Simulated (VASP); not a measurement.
# Li27Cl26 (a cell with a defect) in VASP: electric field gradients with PBE

Aim: the electric field gradients of Li27Cl26 (a cell with a defect) with PBE.

Program: VASP 6.6.1. These are calculated values, not measurements. Logs are shortened: lines on timing, memory, paths and dates and some standing lists are left out, and cuts for length are marked.

## Step 1: The cell of the first run

The cell holds a defect, 53 atoms: a = 10.785 Å, b = 10.785 Å, c = 10.785 Å, α = 60.00°, β = 60.00°, γ = 60.00°.

## Step 2: Electric field gradients, PBE (atoms taken out)

The input, INCAR:

```
  PREC = Accurate
  ENCUT = 520
  EDIFF = 1E-8
  ISMEAR = -1
  SIGMA = 0.01
  LREAL = Auto
  LASPH = T
  NELM = 80
  ALGO = Normal
  ISIF = 2
  LWAVE = F
  LCHARG = F
  GGA = PE
  LEFG = T
  NELECT = 262.0
  NBANDS = 164
```

The input, KPOINTS:

```
Automatic mesh
0
Gamma
  2 2 2
```

The input, POSCAR:

```
Li27Cl26
1.0
    0.0000000000      7.6263670170      7.6263670170
    7.6263670170      0.0000000000      7.6263670170
    7.6263670170      7.6263670170      0.0000000000
Li Cl
27 26
Direct
    0.0000000000      0.0000000000      0.0000000000
    0.0000000000      0.0000000000      0.3333333333
    0.0000000000      0.0000000000      0.6666666667
    0.0000000000      0.3333333333      0.0000000000
    0.0000000000      0.3333333333      0.3333333333
    0.0000000000      0.3333333333      0.6666666667
    0.0000000000      0.6666666667      0.0000000000
    0.0000000000      0.6666666667      0.3333333333
    0.0000000000      0.6666666667      0.6666666667
    0.3333333333      0.0000000000      0.0000000000
    0.3333333333      0.0000000000      0.3333333333
    0.3333333333      0.0000000000      0.6666666667
    0.3333333333      0.3333333333      0.0000000000
    0.3333333333      0.3333333333      0.3333333333
    0.3333333333      0.3333333333      0.6666666667
    0.3333333333      0.6666666667      0.0000000000
    0.3333333333      0.6666666667      0.3333333333
    0.3333333333      0.6666666667      0.6666666667
    0.6666666667      0.0000000000      0.0000000000
    0.6666666667      0.0000000000      0.3333333333
    0.6666666667      0.0000000000      0.6666666667
    0.6666666667      0.3333333333      0.0000000000
    0.6666666667      0.3333333333      0.3333333333
    0.6666666667      0.3333333333      0.6666666667
    0.6666666667      0.6666666667      0.0000000000
    0.6666666667      0.6666666667      0.3333333333
    0.6666666667      0.6666666667      0.6666666667
    0.1666666667      0.1666666667      0.5000000000
    0.1666666667      0.1666666667      0.8333333333
    0.1666666667      0.5000000000      0.1666666667
    0.1666666667      0.5000000000      0.5000000000
    0.1666666667      0.5000000000      0.8333333333
    0.1666666667      0.8333333333      0.1666666667
    0.1666666667      0.8333333333      0.5000000000
    0.1666666667      0.8333333333      0.8333333333
    0.5000000000      0.1666666667      0.1666666667
    0.5000000000      0.1666666667      0.5000000000
    0.5000000000      0.1666666667      0.8333333333
    0.5000000000      0.5000000000      0.1666666667
    0.5000000000      0.5000000000      0.5000000000
    0.5000000000      0.5000000000      0.8333333333
    0.5000000000      0.8333333333      0.1666666667
    0.5000000000      0.8333333333      0.5000000000
    0.5000000000      0.8333333333      0.8333333333
    0.8333333333      0.1666666667      0.1666666667
    0.8333333333      0.1666666667      0.5000000000
    0.8333333333      0.1666666667      0.8333333333
    0.8333333333      0.5000000000      0.1666666667
    0.8333333333      0.5000000000      0.5000000000
    0.8333333333      0.5000000000      0.8333333333
    0.8333333333      0.8333333333      0.1666666667
    0.8333333333      0.8333333333      0.5000000000
    0.8333333333      0.8333333333      0.8333333333
```

Potentials or basis: VASP PAW PBE potentials, release 64 (Li_sv, Cl).

Started as:

```console
$ cat potpaw_PBE.64/Li_sv/POTCAR potpaw_PBE.64/Cl/POTCAR > POTCAR
$ mpirun -np 1 vasp_std > vasp.out
```

OUTCAR:

```text
PREC = Accurate
   ENCUT = 520
   EDIFF = 1E-8
   ISMEAR = -1
   LREAL = Auto
   LASPH = T
   NELM = 80
   ISIF = 2
   GGA = PE
   NELECT = 262.0

 ion  position               nearest neighbor table
   1  0.000  0.000  0.000-  29 2.54  33 2.54  35 2.54  45 2.54  47 2.54  51 2.54
   2  0.000  0.000  0.333-  33 2.54  45 2.54  34 2.54  46 2.54  52 2.54
   3  0.000  0.000  0.667-  35 2.54  47 2.54  28 2.54  46 2.54  34 2.54  53 2.54
   4  0.000  0.333  0.000-  29 2.54  45 2.54  32 2.54  48 2.54  50 2.54
   5  0.000  0.333  0.333-  46 2.54  48 2.54  28 2.54  30 2.54  49 2.54
   6  0.000  0.333  0.667-  28 2.54  29 2.54  47 2.54  50 2.54  49 2.54  31 2.54
   7  0.000  0.667  0.000-  35 2.54  51 2.54  30 2.54  48 2.54  32 2.54  53 2.54
   8  0.000  0.667  0.333-  30 2.54  33 2.54  51 2.54  52 2.54  31 2.54  49 2.54
   9  0.000  0.667  0.667-  53 2.54  34 2.54  32 2.54  50 2.54  52 2.54  31 2.54
  10  0.333  0.000  0.000-  29 2.54  33 2.54  38 2.54  42 2.54  44 2.54
  11  0.333  0.000  0.333-  34 2.54  42 2.54  36 2.54  28 2.54  43 2.54
  12  0.333  0.000  0.667-  28 2.54  29 2.54  35 2.54  44 2.54  43 2.54  37 2.54
  13  0.333  0.333  0.000-  32 2.54  38 2.54  36 2.54  30 2.54  41 2.54
  14  0.333  0.333  0.333-  28 2.54  30 2.54  36 2.54  31 2.54  37 2.54  39 2.54
  15  0.333  0.333  0.667-  29 2.54  31 2.54  32 2.54  37 2.54  38 2.54  40 2.54
  16  0.333  0.667  0.000-  30 2.54  33 2.54  35 2.54  44 2.54  41 2.54  39 2.54
  17  0.333  0.667  0.333-  33 2.54  31 2.54  34 2.54  39 2.54  42 2.54  40 2.54
[... 34 lines left out ...]
  52  0.833  0.833  0.500-  27 2.54  20 2.54   8 2.54   2 2.54  21 2.54   9 2.54
  53  0.833  0.833  0.833-   9 2.54  21 2.54  25 2.54  19 2.54   7 2.54   3 2.54

  LATTYP: Found a face centered cubic cell.
 ALAT       =    15.2527340340

  Lattice vectors:

 A1 = (   0.0000000000,   7.6263670170,   7.6263670170)
 A2 = (   7.6263670170,   0.0000000000,   7.6263670170)
 A3 = (   7.6263670170,   7.6263670170,   0.0000000000)

Analysis of symmetry for initial positions (statically):
=====================================================================
 Subroutine PRICEL returns:
 Original cell was already a primitive cell.

 Routine SETGRP: Setting up the symmetry group for a
 face centered cubic supercell.

 Subroutine GETGRP returns: Found 48 space group operations
 (whereof  6 operations were pure point group operations)
 out of a pool of 48 trial point group operations.

The static configuration has the point symmetry C_3v.
 The point group associated with its full space group is O_h .

Analysis of symmetry for dynamics (positions and initial velocities):
=====================================================================
 Subroutine PRICEL returns:
 Original cell was already a primitive cell.

 Routine SETGRP: Setting up the symmetry group for a
 face centered cubic supercell.

 Subroutine GETGRP returns: Found 48 space group operations
 (whereof  6 operations were pure point group operations)
 out of a pool of 48 trial point group operations.

The dynamic configuration has the point symmetry C_3v.
 The point group associated with its full space group is O_h .

 Subroutine INISYM returns: Found 48 space group operations
 (whereof  6 operations are pure point group operations),
 and found     1 'primitive' translations

----------------------------------------------------------------------------------------

                                     Primitive cell

  volume of cell :     887.1215

  direct lattice vectors                    reciprocal lattice vectors
     0.000000000  7.626367017  7.626367017    -0.065562016  0.065562016  0.065562016
     7.626367017  0.000000000  7.626367017     0.065562016 -0.065562016  0.065562016
     7.626367017  7.626367017  0.000000000     0.065562016  0.065562016 -0.065562016

  length of vectors
    10.785311667 10.785311667 10.785311667     0.113556744  0.113556744  0.113556744

  position of ions in fractional coordinates (direct lattice)
     0.000000000  0.000000000  0.000000000
     0.000000000  0.000000000  0.333333333
     0.000000000  0.000000000  0.666666667
     0.000000000  0.333333333  0.000000000
     0.000000000  0.333333333  0.333333333
[... 166 lines left out ...]
   NUPDOWN=      -1.0000    fix difference up-down
   EMIN   =  10.00;   EMAX   =-10.00  energy-range for DOS
   EFERMI =   0.00;   METHOD = LEGACY
   ISMEAR =    -1;   SIGMA  =   0.01  broadening in eV -4-tet -1-fermi 0-gaus
   EFERMI_NEDOS =   21; number of points for ismear=-14 and -15
   IALGO  =     38    algorithm
   IMIX   =      4    mixing-type and parameters
     AMIX     =   0.40;   BMIX     =  1.00
     AMIX_MAG =   1.60;   BMIX_MAG =  1.00
  volume/ion in A,a.u.               =      16.74       112.95
  Fermi-wavevector in a.u.,A,eV,Ry     =   1.090220  2.060217 16.171614  1.188580
  Thomas-Fermi vector in A             =   2.226440
   LORBIT       =      0    0 simple, 1 ext, 2 COOP (PROOUT), +10 PAW based schemes
   GGA     = PE    functional components
   LHFCALC =     F    Hartree Fock is set to
   AEXX    =    0.0000 exact exchange contribution
   IVDW    =     0    specifies the selected vdW correction
   LEPSILON=     F    determine dielectric tensor
   LRPA    =     F    only Hartree local field effects (RPA)
 non-spin polarized calculation
  energy-cutoff  :      520.00
  volume of cell :      887.12
 maximum number of plane-waves:     23973
   NGX = 41   NGY = 41   NGZ = 41

 number of electron     261.9999999 magnetization

 Free energy of the ion-electron system (eV)
  ---------------------------------------------------
  ext. energy  EPLUGINS =         0.00000000
  ---------------------------------------------------
  free energy    TOTEN  =      -197.46830108 eV

  energy without entropy =     -197.46830108  energy(sigma->0) =     -197.46830108

 E-fermi :   1.0150     XC(G=0):  -8.6705

 val. band max:        0.7478939557   @ k =   0.0000   0.0000   0.0000
 cond. band min:       4.5178450114   @ k =   0.0000   0.0000   0.0000
 fundamental gap:      3.7699510557
 Fermi energy:         1.0149760522

 k-point     1 :       0.0000    0.0000    0.0000
  band No.  band energies     occupation
      1     -43.4257      2.00000
      2     -43.4248      2.00000
      3     -43.4248      2.00000
      4     -43.4248      2.00000
      5     -43.4244      2.00000
      6     -43.4244      2.00000
[... 427 lines left out ...]
    142       8.5760      0.00000
    143       8.5760      0.00000
 [bands above 143 left out]

------------------------ aborting loop because EDIFF is reached ----------------------------------------

  FORCE on cell =-STRESS in cart. coord.  units (eV):
  Direction    XX          YY          ZZ          XY          YZ          ZX
  --------------------------------------------------------------------------------------
  -------------------------------------------------------------------------------------
  Total       -2.0690692     -2.0690692     -2.0690692      0.0000000     -0.0000000      0.0000000
  in kB       -3.7368228     -3.7368228     -3.7368228      0.0000000     -0.0000000      0.0000000
  external PRESSURE =      -3.7368228 kB  Pullay stress =       0.0000000 kB

 VOLUME and BASIS-vectors are now :
 -----------------------------------------------------------------------------
  energy-cutoff  :      520.00
  volume of cell :      887.12
      direct lattice vectors                 reciprocal lattice vectors
     0.000000000  7.626367017  7.626367017    -0.065562016  0.065562016  0.065562016
     7.626367017  0.000000000  7.626367017     0.065562016 -0.065562016  0.065562016
     7.626367017  7.626367017  0.000000000     0.065562016  0.065562016 -0.065562016

 POSITION                                       TOTAL-FORCE (eV/Angst)
 -----------------------------------------------------------------------------------
      0.00000      0.00000      0.00000        -0.078811     -0.078811     -0.078811
      2.54212      2.54212      0.00000         0.000000      0.000000     -0.811669
      5.08424      5.08424      0.00000         0.078811      0.078811     -0.078811
      2.54212      0.00000      2.54212         0.000000     -0.811669     -0.000000
      5.08424      2.54212      2.54212         0.811669      0.000000     -0.000000
      7.62637      5.08424      2.54212         0.101511     -0.101511     -0.000000
[... 45 lines left out ...]
     10.16849     10.16849     12.71061         0.000000      0.000000      0.099081
     12.71061     12.71061     12.71061         0.004086      0.004086      0.004086
 -----------------------------------------------------------------------------------
    total drift:                               -0.000009     -0.000009     -0.000006

  FREE ENERGIE OF THE ION-ELECTRON SYSTEM (eV)
  ---------------------------------------------------
  free  energy   TOTEN  =      -197.4683010805 eV

  energy  without entropy=     -197.4683010805  energy(sigma->0) =     -197.46830108

 Electric field gradients (V/A^2)
---------------------------------------------------------------------
 ion       V_xx      V_yy      V_zz      V_xy      V_xz      V_yz
---------------------------------------------------------------------
   1       0.000     0.000    -0.000     0.015     0.015     0.015
   2      -0.555    -0.555     1.110     0.009     0.004     0.004
   3      -0.001    -0.001     0.003     0.017    -0.004    -0.004
   4      -0.555     1.110    -0.555     0.004     0.009     0.004
   5       1.104    -0.552    -0.552     0.005     0.005    -0.000
   6       0.058     0.064    -0.121    -0.026     0.006    -0.000
[... 45 lines left out ...]
  52      -1.387    -1.387     2.774     0.000     0.001     0.001
  53       0.000    -0.000    -0.000    -2.125    -2.125    -2.125
---------------------------------------------------------------------

 Electric field gradients after diagonalization (V/A^2)
 (convention: |V_zz| > |V_xx| > |V_yy|)
----------------------------------------------------------------------
 ion       V_xx      V_yy      V_zz     asymmetry (V_yy - V_xx)/ V_zz
----------------------------------------------------------------------
   1      -0.015    -0.015     0.031       0.000
   2      -0.564    -0.546     1.110       0.016
   3       0.018     0.000    -0.018       0.962
   4      -0.564    -0.546     1.110       0.016
   5      -0.552    -0.551     1.104       0.001
   6       0.087     0.034    -0.121       0.434
[... 45 lines left out ...]
  52      -1.387    -1.387     2.774       0.000
  53       2.125     2.125    -4.251       0.000
----------------------------------------------------------------------

           NMR quadrupolar parameters

 Cq : quadrupolar parameter    Cq=e*Q*V_zz/h
 eta: asymmetry parameters     (V_yy - V_xx)/ V_zz
 Q  : nuclear electric quadrupole moment in mb (millibarn)
----------------------------------------------------------------------
 ion       Cq(MHz)       eta       Q (mb)
----------------------------------------------------------------------
   1       0.000       0.000       1.000
   2       0.003       0.016       1.000
   3      -0.000       0.962       1.000
   4       0.003       0.016       1.000
   5       0.003       0.001       1.000
   6      -0.000       0.434       1.000
[... 45 lines left out ...]
  52       0.007       0.000       1.000
  53      -0.010       0.000       1.000
----------------------------------------------------------------------
```

Wall time 21 min (1 thread of Intel Xeon Platinum 8259CL at 2.50GHz (Skylake/Cascade Lake), shared host); peak memory 1.1 GiB.

What came out:

| Item | Value |
| --- | --- |
| Free energy | -197.4683 eV |
| Largest force | 0.812 eV/Å |
| Largest electric field gradient by atom | Li +0.0, +1.1, -0.1 (each value once); Cl +26.4, -4.3, -4.2, +2.8 (each value once) V/Å² |

Forces on the atoms (eV/Å):
```
Li  -0.079 -0.079 -0.079
Li   0.000  0.000 -0.812
Li   0.079  0.079 -0.079
Li   0.000 -0.812  0.000
Li   0.812  0.000  0.000
Li   0.102 -0.102  0.000
Li   0.079 -0.079  0.079
Li   0.102  0.000 -0.102
Li   0.000 -0.102 -0.102
Li  -0.812  0.000  0.000
Li   0.000  0.812  0.000
Li  -0.102  0.102  0.000
Li   0.000  0.000  0.812
Li   0.079  0.079  0.079
Li  -0.079 -0.079  0.079
Li  -0.102  0.000  0.102
Li  -0.079  0.079 -0.079
Li   0.000  0.102  0.102
Li  -0.079  0.079  0.079
Li   0.000  0.102 -0.102
Li  -0.102  0.000 -0.102
Li   0.000 -0.102  0.102
Li   0.079 -0.079 -0.079
Li   0.102  0.000  0.102
Li  -0.102 -0.102  0.000
Li   0.102  0.102  0.000
Li   0.000  0.000  0.000
Cl  -0.327 -0.327  0.000
Cl   0.327  0.327  0.000
Cl  -0.327  0.000 -0.327
Cl  -0.004  0.004  0.004
Cl   0.000  0.327 -0.327
Cl   0.327  0.000  0.327
Cl   0.000 -0.327  0.327
Cl   0.004 -0.004 -0.004
Cl   0.000 -0.327 -0.327
Cl   0.004 -0.004  0.004
Cl   0.327  0.000 -0.327
Cl   0.004  0.004 -0.004
Cl  -0.004 -0.004 -0.004
Cl   0.000  0.000 -0.099
Cl   0.327 -0.327  0.000
Cl   0.000 -0.099  0.000
Cl   0.099  0.000  0.000
Cl   0.000  0.327  0.327
Cl  -0.327  0.000  0.327
Cl  -0.004  0.004 -0.004
Cl  -0.327  0.327  0.000
Cl  -0.099  0.000  0.000
Cl   0.000  0.099  0.000
Cl  -0.004 -0.004  0.004
Cl   0.000  0.000  0.099
Cl   0.004  0.004  0.004
```

Electric field gradients, principal values (V/Å²):
```
 atom    least   middle  greatest (by size)
 1 Li   -0.015   -0.015               0.031
 2 Li   -0.546   -0.564               1.110
 3 Li    0.000   -0.018               0.018
 4 Li   -0.546   -0.564               1.110
 5 Li   -0.551   -0.552               1.104
 6 Li    0.034    0.087              -0.121
 7 Li    0.000   -0.018               0.018
 8 Li    0.034    0.087              -0.121
 9 Li    0.032    0.095              -0.127
10 Li   -0.546   -0.564               1.110
11 Li   -0.551   -0.552               1.104
12 Li    0.034    0.087              -0.121
13 Li   -0.551   -0.552               1.104
14 Li   -0.009   -0.009               0.019
15 Li   -0.005   -0.010               0.015
16 Li    0.034    0.087              -0.121
17 Li   -0.005   -0.010               0.015
18 Li    0.027    0.095              -0.123
19 Li    0.000   -0.018               0.018
20 Li    0.034    0.087              -0.121
21 Li    0.032    0.095              -0.127
22 Li    0.034    0.087              -0.121
23 Li   -0.005   -0.010               0.015
24 Li    0.027    0.095              -0.123
25 Li    0.032    0.095              -0.127
26 Li    0.027    0.095              -0.123
27 Li   -0.002   -0.002               0.003
28 Cl  -13.125  -13.284              26.409
29 Cl  -13.125  -13.284              26.409
30 Cl  -13.125  -13.284              26.409
31 Cl    2.124    2.127              -4.251
32 Cl  -13.124  -13.284              26.408
33 Cl  -13.125  -13.284              26.409
34 Cl  -13.124  -13.284              26.408
35 Cl    2.126    2.126              -4.252
36 Cl  -13.125  -13.284              26.409
37 Cl    2.124    2.127              -4.251
38 Cl  -13.124  -13.284              26.408
39 Cl    2.124    2.127              -4.251
40 Cl    2.125    2.125              -4.250
41 Cl   -1.386   -1.389               2.775
42 Cl  -13.124  -13.284              26.408
43 Cl   -1.386   -1.389               2.775
44 Cl   -1.387   -1.387               2.774
45 Cl  -13.125  -13.284              26.409
46 Cl  -13.124  -13.284              26.408
47 Cl    2.126    2.126              -4.252
48 Cl  -13.124  -13.284              26.408
49 Cl   -1.386   -1.389               2.775
50 Cl   -1.387   -1.387               2.774
51 Cl    2.126    2.126              -4.252
52 Cl   -1.387   -1.387               2.774
53 Cl    2.125    2.125              -4.251
```

Caveat: the cell carries a net charge on a neutralising background, which shifts energy and pressure; the cell differs from its parent crystal (atoms taken out); the cell is charged against a uniform background, so pressure and absolute levels hang on convention; the cutoff is under 1.25 times the usual one of these potentials, so pressure, stress and relaxed cells hold a basis-set (Pulay) error; without QUAD_EFG the Cq values of the log hold for a quadrupole moment of 1 mb, not for the nuclei.
